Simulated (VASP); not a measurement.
# B17SN17 (a cell with a defect) in VASP: a series of runs

Runs on B17SN17 (a cell with a defect). Level: PBE. Tasks: single point.

Program: VASP 6.6.1. These are calculated values, not measurements. Logs are shortened: lines on timing, memory, paths and dates and some standing lists are left out, and cuts for length are marked.

## Step 1: The cell of the first run

The cell holds a defect, 35 atoms: a = 7.465 Å, b = 7.465 Å, c = 6.495 Å, α = 90.00°, β = 90.00°, γ = 120.00°.

## Step 2: Single point, PBE

INCAR reads:

```
PREC = Accurate
ENCUT = 520
EDIFF = 1E-7
ISMEAR = 0
SIGMA = 0.01
LREAL = Auto
LASPH = T
NELM = 60
ALGO = Normal
ISIF = 2
LWAVE = F
LCHARG = T
GGA = PE
LELF = T
LVHAR = T
NBANDS = 94
NELECT = 144.0
```

KPOINTS reads:

```
Automatic mesh
0
Gamma
  1 1 1
  0.25 0.25 0.25
```

POSCAR reads:

```
B17SN17
1.0
    7.4650312800      0.0000000000      0.0000000000
   -3.7325156400      6.4649067300      0.0000000000
    0.0000000000      0.0000000000      6.4954828800
B N S
17 17 1
Direct
    0.0951577370      0.2063998136      0.2502230956
    0.2237628063      0.1222047048      0.7817101141
    0.0930340200      0.5376591468      0.2568035637
    0.2369195075      0.4636594229      0.7378746927
    0.0929886463      0.8727200428      0.2615460283
    0.2366661207      0.7929935571      0.7549713896
    0.4303432785      0.2096200165      0.2824803873
    0.5808565973      0.1217529196      0.7599572916
    0.4297812588      0.5379405048      0.2787353482
    0.4288351292      0.8728410581      0.2655706922
    0.5609723204      0.7795682896      0.7088161876
    0.7626955430      0.2080930492      0.2608379816
    0.9006737633      0.1193757260      0.7160052831
    0.7678904326      0.5448209415      0.3549618159
    0.9071941898      0.4641293483      0.6920591388
    0.7625260126      0.8719426911      0.2497968865
    0.9061569613      0.7877174034      0.6806865643
    0.1190671097      0.2337929061      0.7466190827
    0.2057217134      0.0958102229      0.2657985767
    0.1199476208      0.5704888864      0.7605455817
    0.2063958511      0.4286011150      0.2511410733
    0.1224591837      0.9025299888      0.7514338589
    0.2055785613      0.7620244580      0.2645215905
    0.5395206041      0.0947908692      0.2801030676
    0.4454685659      0.5673944808      0.6945469926
    0.5376320127      0.4280554133      0.3053067362
    0.4595657664      0.9017226588      0.7457237432
    0.5391805685      0.7618871648      0.2568873804
    0.7956681546      0.2355216237      0.7065447611
    0.8723796448      0.0959650872      0.2358539039
    0.8280668362      0.5834056276      0.5965163696
    0.8726043954      0.4276669906      0.2702508028
    0.7900929091      0.8963664629      0.6954407750
    0.8724249607      0.7632743902      0.2601075636
    0.4887951350      0.2800713947      0.8594281223
```

Potentials or basis: VASP PAW PBE potentials, release 64 (B, N, S).

On the command line:

```console
> cat potpaw_PBE.64/B/POTCAR potpaw_PBE.64/N/POTCAR potpaw_PBE.64/S/POTCAR > POTCAR
> mpirun -np 1 vasp_std > vasp.out
```

OUTCAR:

```text
PREC = Accurate
   ENCUT = 520
   EDIFF = 1E-7
   ISMEAR = 0
   LREAL = Auto
   LASPH = T
   NELM = 60
   ISIF = 2
   GGA = PE
   NELECT = 144.0

 ion  position               nearest neighbor table
   1  0.095  0.206  0.250-  19 1.43  21 1.44  30 1.44
   2  0.224  0.122  0.782-  18 1.42  22 1.44  35 1.80
   3  0.093  0.538  0.257-  32 1.43  21 1.44  23 1.45
   4  0.237  0.464  0.738-  25 1.38  20 1.45  18 1.49
   5  0.093  0.873  0.262-  34 1.43  19 1.44  23 1.44
   6  0.237  0.793  0.755-  20 1.44  27 1.44  22 1.45
   7  0.430  0.210  0.282-  26 1.42  24 1.45  19 1.46
   8  0.581  0.122  0.760-  27 1.43  29 1.43  35 1.76
   9  0.430  0.538  0.279-  26 1.42  28 1.45  21 1.46
  10  0.429  0.873  0.266-  28 1.43  24 1.44  23 1.44
  11  0.561  0.780  0.709-  25 1.38  27 1.47  33 1.48
  12  0.763  0.208  0.261-  32 1.42  30 1.44  24 1.45
  13  0.901  0.119  0.716-  18 1.43  29 1.43  33 1.45
  14  0.768  0.545  0.355-  26 1.52  32 1.54  34 1.54  31 1.62
  15  0.907  0.464  0.692-  31 1.43  20 1.45  29 1.48
  16  0.763  0.872  0.250-  34 1.41  28 1.44  30 1.45
  17  0.906  0.788  0.681-  31 1.44  33 1.46  22 1.47
  18  0.119  0.234  0.747-   2 1.42  13 1.43   4 1.49
  19  0.206  0.096  0.266-   1 1.43   5 1.44   7 1.46
  20  0.120  0.570  0.761-   6 1.44  15 1.45   4 1.45
  21  0.206  0.429  0.251-   1 1.44   3 1.44   9 1.46
  22  0.122  0.903  0.751-   2 1.44   6 1.45  17 1.47
  23  0.206  0.762  0.265-  10 1.44   5 1.44   3 1.45
  24  0.540  0.095  0.280-  10 1.44  12 1.45   7 1.45
  25  0.445  0.567  0.695-  11 1.38   4 1.38
  26  0.538  0.428  0.305-   9 1.42   7 1.42  14 1.52
  27  0.460  0.902  0.746-   8 1.43   6 1.44  11 1.47
  28  0.539  0.762  0.257-  10 1.43  16 1.44   9 1.45
  29  0.796  0.236  0.707-  13 1.43   8 1.43  15 1.48
  30  0.872  0.096  0.236-  12 1.44   1 1.44  16 1.45
  31  0.828  0.583  0.597-  15 1.43  17 1.44  14 1.62
  32  0.873  0.428  0.270-  12 1.42   3 1.43  14 1.54
  33  0.790  0.896  0.695-  13 1.45  17 1.46  11 1.48
  34  0.872  0.763  0.260-  16 1.41   5 1.43  14 1.54
  35  0.489  0.280  0.859-   8 1.76   2 1.80

  LATTYP: Found a hexagonal cell.
 ALAT       =     7.4650312800
 C/A-ratio  =     0.8701213212

  Lattice vectors:

 A1 = (   7.4650312800,   0.0000000000,   0.0000000000)
 A2 = (  -3.7325156400,   6.4649067300,   0.0000000000)
 A3 = (   0.0000000000,   0.0000000000,   6.4954828800)

Analysis of symmetry for initial positions (statically):
=====================================================================
 Subroutine PRICEL returns:
 Original cell was already a primitive cell.

 Routine SETGRP: Setting up the symmetry group for a
 hexagonal supercell.

 Subroutine GETGRP returns: Found  1 space group operations
 (whereof  1 operations were pure point group operations)
 out of a pool of 24 trial point group operations.

The static configuration has the point symmetry C_1 .

Analysis of symmetry for dynamics (positions and initial velocities):
=====================================================================
 Subroutine PRICEL returns:
 Original cell was already a primitive cell.

 Routine SETGRP: Setting up the symmetry group for a
 hexagonal supercell.

 Subroutine GETGRP returns: Found  1 space group operations
 (whereof  1 operations were pure point group operations)
 out of a pool of 24 trial point group operations.

The dynamic configuration has the point symmetry C_1 .

 Subroutine INISYM returns: Found  1 space group operations
 (whereof  1 operations are pure point group operations),
 and found     1 'primitive' translations

----------------------------------------------------------------------------------------

                                     Primitive cell

  volume of cell :     313.4768

  direct lattice vectors                    reciprocal lattice vectors
     7.465031280  0.000000000  0.000000000     0.133957912  0.077340636  0.000000000
    -3.732515640  6.464906730  0.000000000     0.000000000  0.154681273  0.000000000
     0.000000000  0.000000000  6.495482880     0.000000000  0.000000000  0.153953142

  length of vectors
     7.465031280  7.465031281  6.495482880     0.154681273  0.154681273  0.153953142

  position of ions in fractional coordinates (direct lattice)
     0.095157737  0.206399814  0.250223096
     0.223762806  0.122204705  0.781710114
     0.093034020  0.537659147  0.256803564
     0.236919507  0.463659423  0.737874693
     0.092988646  0.872720043  0.261546028
     0.236666121  0.792993557  0.754971390
[... 27 lines left out ...]
     0.872424961  0.763274390  0.260107564
     0.488795135  0.280071395  0.859428122

  ion indices of the primitive-cell ions
   primitive index   ion index
                 1           1
                 2           2
                 3           3
                 4           4
                 5           5
                 6           6
[... 27 lines left out ...]
                34          34
                35          35

----------------------------------------------------------------------------------------

 KPOINTS: Automatic mesh

Automatic generation of k-mesh.
 Grid dimensions read from file:
 generate k-points for:    1    1    1

 Generating k-lattice:

  Cartesian coordinates                     Fractional coordinates (reciprocal lattice)
     0.133957912  0.077340636  0.000000000     1.000000000  0.000000000  0.000000000
     0.000000000  0.154681273  0.000000000     0.000000000  1.000000000  0.000000000
     0.000000000  0.000000000  0.153953142     0.000000000  0.000000000  1.000000000

  Length of vectors
     0.154681273  0.154681273  0.153953142

  Shift w.r.t. Gamma in fractional coordinates (k-lattice)
     0.250000000  0.250000000  0.250000000

 Subroutine IBZKPT returns following result:
 ===========================================

 Found      6 irreducible k-points:

 Following reciprocal coordinates:
            Coordinates               Weight
  0.250000  0.250000  0.250000      2.000000
 -0.250000  0.500000  0.250000      2.000000
  0.500000  0.250000  0.250000      2.000000
 -0.250000 -0.250000  0.250000      2.000000
  0.250000  0.500000  0.250000      2.000000
  0.500000 -0.250000  0.250000      2.000000
   k-points           NKPTS =      6   k-points in BZ     NKDIM =      6   number of bands    NBANDS=     94
   number of dos      NEDOS =    301   number of ions     NIONS =     35
   total plane-waves  NPLWV = 150528
   dimension x,y,z NGX =    56 NGY =   56 NGZ =   48
   dimension x,y,z NGXF=   112 NGYF=  112 NGZF=   96
   ions per type =              17  17   1
   NGX,Y,Z   is equivalent  to a cutoff of  12.47, 12.47, 12.29 a.u.
   NGXF,Y,Z  is equivalent  to a cutoff of  24.94, 24.94, 24.57 a.u.
 SYSTEM =  unknown system
   PREC   = accura    normal or accurate (medium, high low for compatibility)
   ISTART =      0    job   : 0-new  1-cont  2-samecut
   ICHARG =      2    charge: 1-file 2-atom 10-const
   ISPIN  =      1    spin polarized calculation?
   LNONCOLLINEAR =      F non collinear calculations
   LSORBIT =      F    spin-orbit coupling
   LASPH  =      T    aspherical Exc in radial PAW
   ENCUT  =  520.0 eV  38.22 Ry    6.18 a.u.  13.88 13.88 12.08*2*pi/ulx,y,z
   NELM   =     60;   NELMIN=  2; NELMDL= -5     # of ELM steps
   EDIFF  = 0.1E-06   stopping-criterion for ELM
   LREAL  =      T    real-space projection
   EDIFFG = 0.1E-05   stopping-criterion for IOM
   NSW    =      0    number of steps for IOM
   IBRION =     -1    ionic relax: 0-MD 1-quasi-New 2-CG
   NFREE  =      0    steps in history (QN), initial steepest desc. (CG)
   ISIF   =      2    stress and relaxation
   ISYM   =      2    0-nonsym 1-usesym 2-fastsym
   POTIM  = 0.5000    time-step for ionic-motion
   TEBEG  =    0.0;   TEEND  =   0.0 temperature during run
   PSTRESS=    0.0 pullay stress
   NELECT =     144.0000    total number of electrons
   NUPDOWN=      -1.0000    fix difference up-down
   EMIN   =  10.00;   EMAX   =-10.00  energy-range for DOS
   EFERMI =   0.00;   METHOD = LEGACY
   ISMEAR =     0;   SIGMA  =   0.01  broadening in eV -4-tet -1-fermi 0-gaus
   EFERMI_NEDOS =   21; number of points for ismear=-14 and -15
   IALGO  =     38    algorithm
   IMIX   =      4    mixing-type and parameters
     AMIX     =   0.40;   BMIX     =  1.00
     AMIX_MAG =   1.60;   BMIX_MAG =  1.00
  volume/ion in A,a.u.               =       8.96        60.44
  Fermi-wavevector in a.u.,A,eV,Ry     =   1.263166  2.387038 21.709310  1.595589
  Thomas-Fermi vector in A             =   2.396537
   LORBIT       =      0    0 simple, 1 ext, 2 COOP (PROOUT), +10 PAW based schemes
   GGA     = PE    functional components
   LHFCALC =     F    Hartree Fock is set to
   AEXX    =    0.0000 exact exchange contribution
   IVDW    =     0    specifies the selected vdW correction
   LEPSILON=     F    determine dielectric tensor
   LRPA    =     F    only Hartree local field effects (RPA)
 non-spin polarized calculation
 Gauss-broadening in eV      SIGMA  =   0.01
  energy-cutoff  :      520.00
  volume of cell :      313.48
 maximum number of plane-waves:      8452
   NGX = 27   NGY = 27   NGZ = 25

 number of electron     143.9999998 magnetization

 Free energy of the ion-electron system (eV)
  ---------------------------------------------------
  ext. energy  EPLUGINS =         0.00000000
  ---------------------------------------------------
  free energy    TOTEN  =      -288.00197113 eV

  energy without entropy =     -288.00197113  energy(sigma->0) =     -288.00197113

 E-fermi :   4.5136     XC(G=0): -10.3793

 val. band max:        4.3979081726   @ k =   0.5000  -0.2500   0.2500
 cond. band min:       6.8538785783   @ k =  -0.2500   0.5000   0.2500
 fundamental gap:      2.4559704056
 Fermi energy:         4.5135695379

 k-point     1 :       0.2500    0.2500    0.2500
  band No.  band energies     occupation
      1     -14.8949      2.00000
      2     -14.4914      2.00000
      3     -14.4073      2.00000
      4     -14.2004      2.00000
      5     -13.9783      2.00000
      6     -13.3753      2.00000
[... 511 lines left out ...]
     83       9.5261      0.00000
     84       9.7859      0.00000
 [bands above 84 left out]

------------------------ aborting loop because EDIFF is reached ----------------------------------------

  FORCE on cell =-STRESS in cart. coord.  units (eV):
  Direction    XX          YY          ZZ          XY          YZ          ZX
  --------------------------------------------------------------------------------------
  -------------------------------------------------------------------------------------
  Total       40.7474440     31.6008683     26.9537347     -2.9559987     -0.5341171     -0.4108991
  in kB      208.2598813    161.5118011    137.7603363    -15.1080873     -2.7298684     -2.1001020
  external PRESSURE =     169.1773396 kB  Pullay stress =       0.0000000 kB

 VOLUME and BASIS-vectors are now :
 -----------------------------------------------------------------------------
  energy-cutoff  :      520.00
  volume of cell :      313.48
      direct lattice vectors                 reciprocal lattice vectors
     7.465031280  0.000000000  0.000000000     0.133957912  0.077340636  0.000000000
    -3.732515640  6.464906730  0.000000000     0.000000000  0.154681273  0.000000000
     0.000000000  0.000000000  6.495482880     0.000000000  0.000000000  0.153953142

 POSITION                                       TOTAL-FORCE (eV/Angst)
 -----------------------------------------------------------------------------------
     -0.06004      1.33436      1.62532        -0.142099      0.073642      0.003798
      1.21427      0.79004      5.07758         0.090852      0.014927     -0.022992
     -1.31232      3.47592      1.66806        -0.213413      0.122793      0.016405
      0.03800      2.99751      4.79285         0.217180     -0.082697     -0.022083
     -2.56328      5.64205      1.69887        -0.136116      0.101138     -0.041328
     -1.19314      5.12663      4.90390         0.088067     -0.091494      0.065619
[... 27 lines left out ...]
      3.66375      4.93450      1.68952         0.123667     -0.095320      0.036520
      2.60350      1.81064      5.58240        -0.070874     -0.107553     -0.066372
 -----------------------------------------------------------------------------------
    total drift:                                0.000278      0.005350      0.003128

  FREE ENERGIE OF THE ION-ELECTRON SYSTEM (eV)
  ---------------------------------------------------
  free  energy   TOTEN  =      -288.0019711254 eV

  energy  without entropy=     -288.0019711254  energy(sigma->0) =     -288.00197113
```

It took 3.5 min on 1 thread of Intel Xeon Platinum 8488C (Sapphire Rapids), shared host; peak memory 0.45 GiB.

What came out:

```yaml
Free_energy: -288.0020 eV
Largest_force: 0.249 eV/Å
```

Forces in eV/Å, atoms in the order of the input:
```
B   -0.142  0.074  0.004
B    0.091  0.015 -0.023
B   -0.213  0.123  0.016
B    0.217 -0.083 -0.022
B   -0.136  0.101 -0.041
B    0.088 -0.091  0.066
B   -0.166  0.093 -0.021
B   -0.055 -0.114 -0.020
B   -0.139  0.073 -0.050
B   -0.168  0.107  0.025
B    0.116 -0.199 -0.094
B   -0.188  0.094  0.050
B    0.174 -0.131  0.062
B   -0.129  0.054  0.016
B    0.136 -0.036  0.008
B   -0.153  0.104 -0.024
B    0.031  0.032  0.003
N   -0.127  0.015 -0.061
N    0.151 -0.068 -0.064
N   -0.185  0.125 -0.055
N    0.207 -0.101  0.058
N   -0.039  0.015  0.033
N    0.168 -0.094 -0.016
N    0.143 -0.106 -0.039
N   -0.109  0.148  0.127
N    0.166 -0.104  0.022
N   -0.086  0.181  0.067
N    0.161 -0.085  0.020
N   -0.126  0.161 -0.041
N    0.168 -0.118  0.030
N   -0.017 -0.042  0.001
N    0.142 -0.056 -0.090
N   -0.034  0.116  0.081
N    0.124 -0.095  0.037
S   -0.071 -0.108 -0.066
```

Caveat: the cell carries a net charge on a neutralising background, which shifts energy and pressure; the cell is charged against a uniform background, so pressure and absolute levels hang on convention.

## Step 3: Single point, PBE, collinear spin

INCAR reads:

```
SYSTEM = B17SN17
PREC = Accurate
ENCUT = 520
EDIFF = 1E-7
ISMEAR = 0
SIGMA = 0.01
LREAL = Auto
LASPH = .True.
NELM = 150
ALGO = Normal
ISIF = 2
LWAVE = .False.
LCHARG = .False.
ISPIN = 2
MAGMOM = 0 0.01 0 0 0 0 0 0.02 0 0 0.01 0 0 0 0 0 0.01 0.01 0 0.02 0 0 0 0 0.21 0 0.03 0 0 0 0.08 0 0.01 0 0.16
LORBIT = 11
NUPDOWN = 1.0
GGA = PE
NELECT = 143.0
NBANDS = 98
```

KPOINTS is that of step 2.

POSCAR reads:

```
B17SN17
1.0
    7.4650312800      0.0000000000      0.0000000000
   -3.7325156400      6.4649067300      0.0000000000
    0.0000000000      0.0000000000      6.4954828800
B N S
17 17 1
Direct
    0.0932587640      0.2150395321      0.2486126272
    0.2278718236      0.1170403307      0.7250731756
    0.0927779941      0.5479448245      0.2524536011
    0.2345503616      0.4514361811      0.7394300697
    0.0928338196      0.8814731256      0.2485092970
    0.2414597640      0.7880359073      0.7486556640
    0.4270567799      0.2159390707      0.2404818485
    0.5861049124      0.1180401832      0.7547097339
    0.4270085017      0.5482122163      0.2415194806
    0.4267306607      0.8816943933      0.2443647856
    0.5690650427      0.7741745001      0.7487478673
    0.7598714266      0.2152204376      0.2497241635
    0.9016292177      0.1095562585      0.7658531883
    0.7595604082      0.5481971497      0.2399059332
    0.9103438652      0.4552875475      0.7875894340
    0.7599182505      0.8813941540      0.2494496183
    0.9030694102      0.7739843998      0.7748343779
    0.1192576866      0.2255930470      0.7423565657
    0.2037552006      0.1041428498      0.2427158388
    0.1298420578      0.5656609815      0.7548896672
    0.2038161521      0.4374804824      0.2473186899
    0.1292828580      0.8975952790      0.7469590523
    0.2039006579      0.7707683934      0.2485809884
    0.5372258657      0.1041046509      0.2408287304
    0.4479254166      0.5586271475      0.7246195091
    0.5371452040      0.4379049192      0.2332905684
    0.4646027133      0.8965407138      0.7508978336
    0.5374233294      0.7711341233      0.2442180193
    0.8014534832      0.2269030879      0.7861230684
    0.8706155772      0.1042751291      0.2542905135
    0.8066346398      0.5624728564      0.8168610833
    0.8703719557      0.4373051558      0.2562844323
    0.7920134048      0.8873247551      0.7633811341
    0.8706094486      0.7711163441      0.2520732543
    0.4985366061      0.2954551673      0.6936265961
```

Potentials or basis: VASP PAW PBE potentials, release 64 (B, N, S).

On the command line:

```console
> cat potpaw_PBE.64/B/POTCAR potpaw_PBE.64/N/POTCAR potpaw_PBE.64/S/POTCAR > POTCAR
> mpirun -np 1 vasp_std > vasp.out
```

Run time: 11 min. Hardware: 1 thread of Intel Xeon Platinum 8488C (Sapphire Rapids), shared host; peak memory 0.63 GiB.

The run converged. Its results:

- Free energy: -292.3123 eV
- Largest force: 0.376 eV/Å
- Net moment: 1.00 μB per cell
- Site moments: B +0.00, +0.01, -0.00, +0.03 (each value once); N +0.01, +0.00, +0.02, -0.00, +0.22, +0.15 (each value once); S +0.21 μB
- Valence electrons inside the program's atomic spheres: B 2.22, 2.20, 2.21, 2.29, 2.19, 2.28, 2.27 (each value once); N 4.07, 4.05, 4.06, 4.02, 3.94, 3.95, 4.04 (each value once); S 3.77

Forces on the atoms (eV/Å):
```
B   -0.177  0.119  0.005
B    0.110  0.163  0.044
B   -0.154  0.112  0.001
B    0.348  0.023 -0.054
B   -0.161  0.114  0.014
B    0.267 -0.070  0.018
B   -0.185  0.103 -0.034
B   -0.036 -0.186  0.009
B   -0.184  0.110  0.005
B   -0.170  0.094 -0.004
B    0.021 -0.273 -0.038
B   -0.189  0.095 -0.015
B    0.220 -0.070 -0.040
B   -0.206  0.104  0.023
B    0.269 -0.190 -0.062
B   -0.200  0.121  0.006
B   -0.061  0.174 -0.041
N   -0.154 -0.021  0.056
N    0.189 -0.109  0.020
N   -0.355  0.101  0.071
N    0.168 -0.115 -0.011
N   -0.096 -0.008  0.003
N    0.151 -0.096 -0.005
N    0.191 -0.088  0.014
N   -0.085  0.091 -0.012
N    0.188 -0.095  0.010
N   -0.184  0.175  0.000
N    0.170 -0.105 -0.001
N   -0.109  0.169  0.023
N    0.183 -0.123 -0.004
N    0.008 -0.070  0.010
N    0.182 -0.121 -0.004
N   -0.076  0.061  0.008
N    0.202 -0.120 -0.011
S   -0.084 -0.069 -0.005
```

Caveat: the k points lie up to 0.49 Å⁻¹ apart; the cell carries a net charge on a neutralising background, which shifts energy and pressure; the cell is charged against a uniform background, so pressure and absolute levels hang on convention; the total moment is fixed, so each spin has its own Fermi level and the state may be an excited one.
